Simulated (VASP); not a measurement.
The system is Be2Sb.

```
Be Sb
1.0
     4.38805    0.00000    0.00000
     0.00000    5.35558    0.00000
     0.00000    0.00000    3.34332
Be Sb
4 2
Cartesian
  0.8794 2.0282 0.0000
  3.5087 3.3274 0.0000
  3.0734 0.6496 1.6717
  1.3147 4.7060 1.6717
  0.0000 0.0000 0.0000
  2.1940 2.6778 1.6717
```

* Program: VASP 6.6.1
* Task: relaxation of cell and atoms
* Functional: PBE
* Potentials or basis: VASP PAW PBE potentials, release 64 (Be, Sb)
* Cutoff: 600 eV
* k mesh: 4 × 4 × 6
* Occupations: gaussian, width 0.1 eV
* Spin: no spin polarisation

At the start: pressure 40.8 GPa; volume 13.09 Å³/atom.

Question: Where does the relaxation end?

Answer: Over 38 steps the energy falls by 741.2 meV/atom and the volume is 16.61 Å³/atom (+26.9 %); space group Immm (No. 71, to 0.05 Å).

Step by step:
| step | energy change (eV) | largest force (eV/Å) | pressure (GPa) | volume (Å³) |
| --- | --- | --- | --- | --- |
| 1 | 0.0000 | 1.2680 | 40.78 | 78.57 |
| 2 | -3.0551 | 0.3091 | -5.62 | 122.70 |
| 3 | -3.2915 | 0.3621 | 0.13 | 109.29 |
| 4 | -3.2930 | 0.3549 | -0.49 | 110.40 |
| 5 | -3.3346 | 0.3030 | -0.35 | 109.90 |
| 6 | -3.3977 | 0.3074 | 0.15 | 108.32 |
| 7 | -3.4216 | 0.1537 | 0.07 | 108.41 |
| 8 | -3.4265 | 0.0412 | 0.05 | 108.48 |
| 9 | -3.4375 | 0.0747 | -0.09 | 108.66 |
| 10 | -3.4517 | 0.1607 | -0.28 | 108.91 |
| 11 | -3.4865 | 0.3612 | -0.78 | 109.34 |
| 12 | -3.4817 | 0.6809 | -1.58 | 109.92 |
| 13 | -3.5017 | 0.5172 | -1.22 | 109.63 |
| 14 | -3.5039 | 0.5261 | -1.22 | 109.61 |
| 15 | -3.5097 | 0.5534 | -1.24 | 109.54 |
| 16 | -3.5171 | 0.6062 | -1.24 | 109.39 |
| 17 | -3.5172 | 0.6924 | -1.21 | 109.05 |
| 18 | -3.5310 | 0.6962 | -1.10 | 108.72 |
| 19 | -3.5729 | 0.7081 | -0.77 | 107.70 |
| 20 | -3.6565 | 0.7486 | -0.11 | 105.65 |
| 21 | -3.7959 | 0.7556 | 1.53 | 101.49 |
| 22 | -3.7330 | 0.4177 | 7.97 | 92.93 |
| 23 | -3.8422 | 0.6874 | 4.05 | 97.48 |
| 24 | -3.8808 | 0.6298 | 3.96 | 97.36 |
| 25 | -3.9771 | 0.4517 | 3.81 | 96.96 |
| 26 | -4.0482 | 0.3173 | 4.08 | 96.06 |
| 27 | -4.1368 | 0.3203 | 2.73 | 97.35 |
| 28 | -4.2938 | 0.3203 | -0.73 | 101.23 |
| 29 | -4.1895 | 0.3430 | -5.47 | 109.00 |
| 30 | -4.3140 | 0.3332 | -2.46 | 103.59 |
| 31 | -4.3524 | 0.3045 | -1.91 | 102.47 |
| 32 | -4.3987 | 0.1974 | -0.40 | 99.80 |
| 33 | -4.3992 | 0.1774 | -0.17 | 99.43 |
| 34 | -4.4111 | 0.1574 | 0.11 | 99.07 |
| 35 | -4.4351 | 0.0827 | 1.02 | 97.98 |
| 36 | -4.4364 | 0.0613 | 1.41 | 97.54 |
| 37 | -4.4451 | 0.0434 | 0.72 | 98.51 |
| 38 | -4.4474 | 0.0300 | -0.06 | 99.67 |

Final structure:
```
CELL_PARAMETERS angstrom
4.60111 0.00000 0.00000
0.00000 4.52594 0.00000
0.00000 0.00000 4.78614
ATOMIC_POSITIONS crystal
Be 0.25809 0.50162 0.00000
Be 0.74191 0.49838 0.00000
Be 0.75809 0.99838 0.50000
Be 0.24191 0.00162 0.50000
Sb 0.00000 0.00000 0.00000
Sb 0.50000 0.50000 0.50000
```

Caveat: the volume moved by over 15 % at a fixed basis, so the end points are rough.
